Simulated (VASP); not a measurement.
# Sr (I4/mmm) in VASP: notebook

The runs below take Sr through single point, with PBE.

Everything below comes from runs of VASP 6.6.1. Logs are shortened: lines on timing, memory, paths and dates and some standing lists are left out, and cuts for length are marked.

## Step 1: The cell of the first run

The structure is tetragonal, space group I4/mmm (No. 139). The conventional cell has a = 4.410 Å, b = 4.410 Å, c = 5.780 Å, α = 90.00°, β = 90.00°, γ = 90.00°. Within 5.6 Å of Sr (site symmetry 4/mmm) lie 12 Sr at 4.25 to 4.41 Å.

## Step 2: Single point, PBE (strain +0.025 along x and y, -0.050 along z)

INCAR reads:

```
SYSTEM = Sr
PREC     = Accurate       ! precision mode
ENCUT    = 520            ! plane-wave cutoff, eV
EDIFF    = 1E-6           ! SCF threshold, eV
ISMEAR   = 0              ! smearing method
SIGMA    = 0.15           ! smearing width, eV
LREAL    = .FALSE.        ! projectors in reciprocal space
LASPH    = .TRUE.         ! aspherical terms in the spheres
NELM     = 60             ! most SCF steps
ALGO     = Fast           ! electronic algorithm
ISIF     = 2              ! what is computed and relaxed
LWAVE    = .FALSE.        ! write WAVECAR
LCHARG   = .FALSE.        ! write CHGCAR
GGA      = PE             ! functional
NBANDS   = 11             ! bands
```

KPOINTS reads:

```
regular mesh
0
G
  14 14 14
  0 0 0
```

POSCAR reads:

```
Sr
1.0
    0.0000000000      3.1184087500      2.8902325000
    3.1184087500      0.0000000000      2.8902325000
    3.1184087500      3.1184087500      0.0000000000
Sr
1
Direct
    0.0000000000      0.0000000000      0.0000000000
```

Potentials or basis: VASP PAW PBE potentials, release 64 (Sr_sv).

Started as:

```bash
> cat potpaw_PBE.64/Sr_sv/POTCAR > POTCAR
> mpirun -np 1 vasp_std > vasp.out
```

OUTCAR:

```text
SYSTEM = Sr
   PREC = Accurate
   ENCUT = 520
   EDIFF = 1E-6
   ISMEAR = 0
   LREAL = .FALSE.
   LASPH = .TRUE.
   NELM = 60
   ISIF = 2
   GGA = PE

 ion  position               nearest neighbor table
   1  0.000  0.000  0.000-

  LATTYP: Found a body centered tetragonal cell.
 ALAT       =     4.4100959473
 C/A-ratio  =     1.3107345212

  Lattice vectors:

 A1 = (   0.0000000000,  -3.1184087500,  -2.8902325000)
 A2 = (   0.0000000000,   3.1184087500,  -2.8902325000)
 A3 = (   3.1184087500,   0.0000000000,   2.8902325000)

Analysis of symmetry for initial positions (statically):
=====================================================================
 Subroutine PRICEL returns:
 Original cell was already a primitive cell.

 Routine SETGRP: Setting up the symmetry group for a
 body centered tetragonal supercell.

 Subroutine GETGRP returns: Found 16 space group operations
 (whereof 16 operations were pure point group operations)
 out of a pool of 16 trial point group operations.

The static configuration has the point symmetry D_4h.

Analysis of symmetry for dynamics (positions and initial velocities):
=====================================================================
 Subroutine PRICEL returns:
 Original cell was already a primitive cell.

 Routine SETGRP: Setting up the symmetry group for a
 body centered tetragonal supercell.

 Subroutine GETGRP returns: Found 16 space group operations
 (whereof 16 operations were pure point group operations)
 out of a pool of 16 trial point group operations.

The dynamic configuration has the point symmetry D_4h.

 Subroutine INISYM returns: Found 16 space group operations
 (whereof 16 operations are pure point group operations),
 and found     1 'primitive' translations

----------------------------------------------------------------------------------------

                                     Primitive cell

  volume of cell :      56.2120

  direct lattice vectors                    reciprocal lattice vectors
     0.000000000  3.118408750  2.890232500    -0.160338185  0.160338185  0.172996463
     3.118408750  0.000000000  2.890232500     0.160338185 -0.160338185  0.172996463
     3.118408750  3.118408750  0.000000000     0.160338185  0.160338185 -0.172996463

  length of vectors
     4.251813382  4.251813382  4.410095947     0.285209473  0.285209473  0.285209473

  position of ions in fractional coordinates (direct lattice)
     0.000000000  0.000000000  0.000000000

  ion indices of the primitive-cell ions
[... 75 lines left out ...]
   LREAL  =      F    real-space projection
   EDIFFG = 0.1E-04   stopping-criterion for IOM
   NSW    =      0    number of steps for IOM
   IBRION =     -1    ionic relax: 0-MD 1-quasi-New 2-CG
   NFREE  =      0    steps in history (QN), initial steepest desc. (CG)
   ISIF   =      2    stress and relaxation
   ISYM   =      2    0-nonsym 1-usesym 2-fastsym
   POTIM  = 0.5000    time-step for ionic-motion
   TEBEG  =    0.0;   TEEND  =   0.0 temperature during run
   PSTRESS=    0.0 pullay stress
   NELECT =      10.0000    total number of electrons
   NUPDOWN=      -1.0000    fix difference up-down
   EMIN   =  10.00;   EMAX   =-10.00  energy-range for DOS
   EFERMI =   0.00;   METHOD = LEGACY
   ISMEAR =     0;   SIGMA  =   0.15  broadening in eV -4-tet -1-fermi 0-gaus
   EFERMI_NEDOS =   21; number of points for ismear=-14 and -15
   IALGO  =     68    algorithm
   IMIX   =      4    mixing-type and parameters
     AMIX     =   0.40;   BMIX     =  1.00
     AMIX_MAG =   1.60;   BMIX_MAG =  1.00
  volume/ion in A,a.u.               =      56.21       379.34
  Fermi-wavevector in a.u.,A,eV,Ry     =   0.920729  1.739926 11.534232  0.847742
  Thomas-Fermi vector in A             =   2.046067
   LORBIT       =      0    0 simple, 1 ext, 2 COOP (PROOUT), +10 PAW based schemes
   GGA     = PE    functional components
   LHFCALC =     F    Hartree Fock is set to
   AEXX    =    0.0000 exact exchange contribution
   IVDW    =     0    specifies the selected vdW correction
   LEPSILON=     F    determine dielectric tensor
   LRPA    =     F    only Hartree local field effects (RPA)
 non-spin polarized calculation
 RMM-DIIS sequential band-by-band and
 Gauss-broadening in eV      SIGMA  =   0.15
  energy-cutoff  :      520.00
  volume of cell :       56.21
 maximum number of plane-waves:      1544
   NGX = 15   NGY = 15   NGZ = 17

 number of electron      10.0000000 magnetization

 Free energy of the ion-electron system (eV)
  ---------------------------------------------------
  ext. energy  EPLUGINS =         0.00000000
  ---------------------------------------------------
  free energy    TOTEN  =        -1.64194687 eV

  energy without entropy =       -1.62691966  energy(sigma->0) =       -1.63443326

 E-fermi :   1.5068     XC(G=0):  -7.2845

 val. band max:        1.5036085970   @ k =  -0.3571   0.3571   0.1429
 cond. band min:       1.5143163875   @ k =  -0.3571   0.0714   0.3571
 fundamental gap:      0.0107077905
 Fermi energy:         1.5068243655

 k-point     1 :       0.0000    0.0000    0.0000
  band No.  band energies     occupation
      1     -35.1569      2.00000
      2     -17.0494      2.00000
      3     -17.0494      2.00000
      4     -17.0436      2.00000
      5      -2.1015      2.00000
      6       3.7269      0.00000
      7       3.7269      0.00000
      8       4.0942      0.00000
      9       4.9441      0.00000
     10       5.5014      0.00000
     11       8.5909      0.00000
[... 309 lines left out ...]
 k-point    24 :       0.2857    0.1429    0.0000
  band No.  band energies     occupation
      1     -35.1485      2.00000
      2     -17.1419      2.00000
      3     -17.0811      2.00000
      4     -17.0695      2.00000
      5      -0.9185      2.00000
      6       2.6957      0.00000
      7       3.9435      0.00000
      8       3.9599      0.00000
      9       4.7102      0.00000
     10       5.5305      0.00000
     11       8.6479      0.00000

 [... further k-points ...]
[... 5 lines left out ...]
  --------------------------------------------------------------------------------------
  -------------------------------------------------------------------------------------
  Total       -0.1218775     -0.1218775     -0.0420967      0.0000000      0.0000000     -0.0000000
  in kB       -3.4738049     -3.4738049     -1.1998580      0.0000000      0.0000000     -0.0000000
  external PRESSURE =      -2.7158226 kB  Pullay stress =       0.0000000 kB

 VOLUME and BASIS-vectors are now :
 -----------------------------------------------------------------------------
  energy-cutoff  :      520.00
  volume of cell :       56.21
      direct lattice vectors                 reciprocal lattice vectors
     0.000000000  3.118408750  2.890232500    -0.160338185  0.160338185  0.172996463
     3.118408750  0.000000000  2.890232500     0.160338185 -0.160338185  0.172996463
     3.118408750  3.118408750  0.000000000     0.160338185  0.160338185 -0.172996463

 POSITION                                       TOTAL-FORCE (eV/Angst)
 -----------------------------------------------------------------------------------
      0.00000      0.00000      0.00000        -0.000000      0.000000      0.000000
 -----------------------------------------------------------------------------------
    total drift:                               -0.000000      0.000000     -0.000000

  FREE ENERGIE OF THE ION-ELECTRON SYSTEM (eV)
  ---------------------------------------------------
  free  energy   TOTEN  =        -1.6419468670 eV

  energy  without entropy=       -1.6269196574  energy(sigma->0) =       -1.63443326
```

Run time: 1.9 min. Hardware: 1 thread of Intel Xeon Platinum 8259CL at 2.50GHz (Skylake/Cascade Lake), shared host; peak memory 0.29 GiB.

What came out:

```yaml
Free_energy: -1.6419 eV
Pressure: -0.3 GPa
Band_gap_on_the_k_mesh: zero (band 5 reaches 1.61 eV, above the bottom of band 6 at 1.48 eV)
```

Stress tensor (GPa, compression positive):
```
-0.35  0.00  0.00
 0.00 -0.35  0.00
 0.00  0.00 -0.12
```

Caveat: the cell differs from its parent crystal (strain +0.025 along x and y, -0.050 along z).

## Step 3: Single point, PBE (strain -0.050 along x and y, +0.025 along z)

INCAR reads:

```
SYSTEM = Sr
PREC = Accurate
ENCUT = 520
EDIFF = 1E-6
ISMEAR = 0
SIGMA = 0.15
LREAL = .False.
LASPH = .True.
NELM = 60
ALGO = Fast
ISIF = 2
LWAVE = .False.
LCHARG = .False.
GGA = PE
NBANDS = 11
```

KPOINTS reads:

```
regular mesh
0
Gamma
  14 14 14
  0 0 0
```

POSCAR reads:

```
Sr
1.0
    0.0000000000      2.8902325000      3.1184087500
    2.8902325000      0.0000000000      3.1184087500
    2.8902325000      2.8902325000      0.0000000000
Sr
1
Direct
    0.0000000000      0.0000000000      0.0000000000
```

Potentials or basis: VASP PAW PBE potentials, release 64 (Sr_sv).

Started as:

```bash
> cat potpaw_PBE.64/Sr_sv/POTCAR > POTCAR
> mpirun -np 1 vasp_std > vasp.out
```

OUTCAR:

```text
SYSTEM = Sr
   PREC = Accurate
   ENCUT = 520
   EDIFF = 1E-6
   ISMEAR = 0
   LREAL = .False.
   LASPH = .True.
   NELM = 60
   ISIF = 2
   GGA = PE

 ion  position               nearest neighbor table
   1  0.000  0.000  0.000-

  LATTYP: Found a body centered tetragonal cell.
 ALAT       =     4.0874059999
 C/A-ratio  =     1.5258620015

  Lattice vectors:

 A1 = (  -2.8902325000,   0.0000000000,   3.1184087500)
 A2 = (   2.8902325000,   0.0000000000,   3.1184087500)
 A3 = (   0.0000000000,   2.8902325000,  -3.1184087500)

Analysis of symmetry for initial positions (statically):
=====================================================================
 Subroutine PRICEL returns:
 Original cell was already a primitive cell.

 Routine SETGRP: Setting up the symmetry group for a
 body centered tetragonal supercell.

 Subroutine GETGRP returns: Found 16 space group operations
 (whereof 16 operations were pure point group operations)
 out of a pool of 16 trial point group operations.

The static configuration has the point symmetry D_4h.

Analysis of symmetry for dynamics (positions and initial velocities):
=====================================================================
 Subroutine PRICEL returns:
 Original cell was already a primitive cell.

 Routine SETGRP: Setting up the symmetry group for a
 body centered tetragonal supercell.

 Subroutine GETGRP returns: Found 16 space group operations
 (whereof 16 operations were pure point group operations)
 out of a pool of 16 trial point group operations.

The dynamic configuration has the point symmetry D_4h.

 Subroutine INISYM returns: Found 16 space group operations
 (whereof 16 operations are pure point group operations),
 and found     1 'primitive' translations

----------------------------------------------------------------------------------------

                                     Primitive cell

  volume of cell :      52.0989

  direct lattice vectors                    reciprocal lattice vectors
     0.000000000  2.890232500  3.118408750    -0.172996463  0.172996463  0.160338185
     2.890232500  0.000000000  3.118408750     0.172996463 -0.172996463  0.160338185
     2.890232500  2.890232500  0.000000000     0.172996463  0.172996463 -0.160338185

  length of vectors
     4.251813382  4.251813382  4.087406000     0.292513053  0.292513053  0.292513053

  position of ions in fractional coordinates (direct lattice)
     0.000000000  0.000000000  0.000000000

  ion indices of the primitive-cell ions
   primitive index   ion index
                 1           1

----------------------------------------------------------------------------------------

 KPOINTS: regular mesh

Automatic generation of k-mesh.
 Grid dimensions read from file:
 generate k-points for:   14   14   14

 Generating k-lattice:

  Cartesian coordinates                     Fractional coordinates (reciprocal lattice)
    -0.012356890  0.012356890  0.011452728     0.071428571  0.000000000  0.000000000
     0.012356890 -0.012356890  0.011452728     0.000000000  0.071428571  0.000000000
     0.012356890  0.012356890 -0.011452728     0.000000000  0.000000000  0.071428571

  Length of vectors
     0.020893789  0.020893789  0.020893789

  Shift w.r.t. Gamma in fractional coordinates (k-lattice)
     0.000000000  0.000000000  0.000000000

 Subroutine IBZKPT returns following result:
 ===========================================

 Found    244 irreducible k-points:

 Following reciprocal coordinates:
            Coordinates               Weight
  0.000000  0.000000  0.000000      1.000000
  0.071429  0.000000  0.000000      8.000000
  0.142857  0.000000  0.000000      8.000000
  0.214286  0.000000  0.000000      8.000000
  0.285714  0.000000  0.000000      8.000000
  0.357143  0.000000  0.000000      8.000000
[... 16 lines left out ...]
  0.214286  0.142857  0.000000      8.000000
  0.285714  0.142857  0.000000      8.000000
 [... further k-points ...]
   k-points           NKPTS =    244   k-points in BZ     NKDIM =    244   number of bands    NBANDS=     11
   number of dos      NEDOS =    301   number of ions     NIONS =      1
   total plane-waves  NPLWV =  30720
   dimension x,y,z NGX =    32 NGY =   32 NGZ =   30
   dimension x,y,z NGXF=    64 NGYF=   64 NGZF=   60
   ions per type =               1
   NGX,Y,Z   is equivalent  to a cutoff of  12.51, 12.51, 12.20 a.u.
   NGXF,Y,Z  is equivalent  to a cutoff of  25.02, 25.02, 24.40 a.u.
 SYSTEM =  Sr
   PREC   = accura    normal or accurate (medium, high low for compatibility)
   ISTART =      0    job   : 0-new  1-cont  2-samecut
   ICHARG =      2    charge: 1-file 2-atom 10-const
   ISPIN  =      1    spin polarized calculation?
   LNONCOLLINEAR =      F non collinear calculations
   LSORBIT =      F    spin-orbit coupling
   LASPH  =      T    aspherical Exc in radial PAW
   ENCUT  =  520.0 eV  38.22 Ry    6.18 a.u.   7.91  7.91  7.60*2*pi/ulx,y,z
   NELM   =     60;   NELMIN=  2; NELMDL= -5     # of ELM steps
   EDIFF  = 0.1E-05   stopping-criterion for ELM
   LREAL  =      F    real-space projection
   EDIFFG = 0.1E-04   stopping-criterion for IOM
   NSW    =      0    number of steps for IOM
   IBRION =     -1    ionic relax: 0-MD 1-quasi-New 2-CG
   NFREE  =      0    steps in history (QN), initial steepest desc. (CG)
   ISIF   =      2    stress and relaxation
   ISYM   =      2    0-nonsym 1-usesym 2-fastsym
   POTIM  = 0.5000    time-step for ionic-motion
   TEBEG  =    0.0;   TEEND  =   0.0 temperature during run
   PSTRESS=    0.0 pullay stress
   NELECT =      10.0000    total number of electrons
   NUPDOWN=      -1.0000    fix difference up-down
   EMIN   =  10.00;   EMAX   =-10.00  energy-range for DOS
   EFERMI =   0.00;   METHOD = LEGACY
   ISMEAR =     0;   SIGMA  =   0.15  broadening in eV -4-tet -1-fermi 0-gaus
   EFERMI_NEDOS =   21; number of points for ismear=-14 and -15
   IALGO  =     68    algorithm
   IMIX   =      4    mixing-type and parameters
     AMIX     =   0.40;   BMIX     =  1.00
     AMIX_MAG =   1.60;   BMIX_MAG =  1.00
  volume/ion in A,a.u.               =      52.10       351.58
  Fermi-wavevector in a.u.,A,eV,Ry     =   0.944348  1.784559 12.133577  0.891793
  Thomas-Fermi vector in A             =   2.072144
   LORBIT       =      0    0 simple, 1 ext, 2 COOP (PROOUT), +10 PAW based schemes
   GGA     = PE    functional components
   LHFCALC =     F    Hartree Fock is set to
   AEXX    =    0.0000 exact exchange contribution
   IVDW    =     0    specifies the selected vdW correction
   LEPSILON=     F    determine dielectric tensor
   LRPA    =     F    only Hartree local field effects (RPA)
 non-spin polarized calculation
 RMM-DIIS sequential band-by-band and
 Gauss-broadening in eV      SIGMA  =   0.15
  energy-cutoff  :      520.00
  volume of cell :       52.10
 maximum number of plane-waves:      1423
   NGX = 15   NGY = 15   NGZ = 15

 number of electron      10.0000000 magnetization

 Free energy of the ion-electron system (eV)
  ---------------------------------------------------
  ext. energy  EPLUGINS =         0.00000000
  ---------------------------------------------------
  free energy    TOTEN  =        -1.63546324 eV

  energy without entropy =       -1.62239805  energy(sigma->0) =       -1.62893064

 E-fermi :   1.7827     XC(G=0):  -7.5154

 val. band max:        1.7775371943   @ k =  -0.2857   0.3571   0.2143
 cond. band min:       1.8044993937   @ k =  -0.4286  -0.0000   0.2857
 fundamental gap:      0.0269621994
 Fermi energy:         1.7827048235

 k-point     1 :       0.0000    0.0000    0.0000
  band No.  band energies     occupation
      1     -34.7463      2.00000
      2     -16.6295      2.00000
      3     -16.6192      2.00000
      4     -16.6192      2.00000
      5      -1.9529      2.00000
      6       3.9087      0.00000
      7       4.3388      0.00000
      8       4.3388      0.00000
      9       5.3318      0.00000
     10       6.0598      0.00000
     11       9.0913      0.00000

 k-point     2 :       0.0714    0.0000    0.0000
  band No.  band energies     occupation
      1     -34.7453      2.00000
      2     -16.6366      2.00000
      3     -16.6266      2.00000
      4     -16.6201      2.00000
      5      -1.8659      2.00000
      6       3.8911      0.00000
      7       4.2530      0.00000
      8       4.3835      0.00000
      9       5.2936      0.00000
     10       5.9843      0.00000
     11       9.3209      0.00000
[... 295 lines left out ...]
 k-point    24 :       0.2857    0.1429    0.0000
  band No.  band energies     occupation
      1     -34.7368      2.00000
      2     -16.7358      2.00000
      3     -16.6545      2.00000
      4     -16.6432      2.00000
      5      -0.8514      2.00000
      6       2.9936      0.00000
      7       3.7989      0.00000
      8       4.8037      0.00000
      9       5.1789      0.00000
     10       6.2968      0.00000
     11       9.5757      0.00000

 [... further k-points ...]
[... 5 lines left out ...]
  --------------------------------------------------------------------------------------
  -------------------------------------------------------------------------------------
  Total        0.2741622      0.2741622      0.0899879      0.0000000      0.0000000      0.0000000
  in kB        8.4312021      8.4312021      2.7673619      0.0000000      0.0000000      0.0000000
  external PRESSURE =       6.5432554 kB  Pullay stress =       0.0000000 kB

 VOLUME and BASIS-vectors are now :
 -----------------------------------------------------------------------------
  energy-cutoff  :      520.00
  volume of cell :       52.10
      direct lattice vectors                 reciprocal lattice vectors
     0.000000000  2.890232500  3.118408750    -0.172996463  0.172996463  0.160338185
     2.890232500  0.000000000  3.118408750     0.172996463 -0.172996463  0.160338185
     2.890232500  2.890232500  0.000000000     0.172996463  0.172996463 -0.160338185

 POSITION                                       TOTAL-FORCE (eV/Angst)
 -----------------------------------------------------------------------------------
      0.00000      0.00000      0.00000        -0.000000     -0.000000      0.000000
 -----------------------------------------------------------------------------------
    total drift:                               -0.000000     -0.000000     -0.000000

  FREE ENERGIE OF THE ION-ELECTRON SYSTEM (eV)
  ---------------------------------------------------
  free  energy   TOTEN  =        -1.6354632363 eV

  energy  without entropy=       -1.6223980506  energy(sigma->0) =       -1.62893064
```

Wall time 76 s (1 thread of Intel Xeon Platinum 8259CL at 2.50GHz (Skylake/Cascade Lake), shared host); peak memory 0.27 GiB.

Results:

- Free energy: -1.6355 eV
- Pressure: 0.7 GPa
- Band gap on the k mesh: zero (band 5 reaches 1.81 eV, above the bottom of band 6 at 1.78 eV)

Caveat: the cell differs from its parent crystal (strain -0.050 along x and y, +0.025 along z).
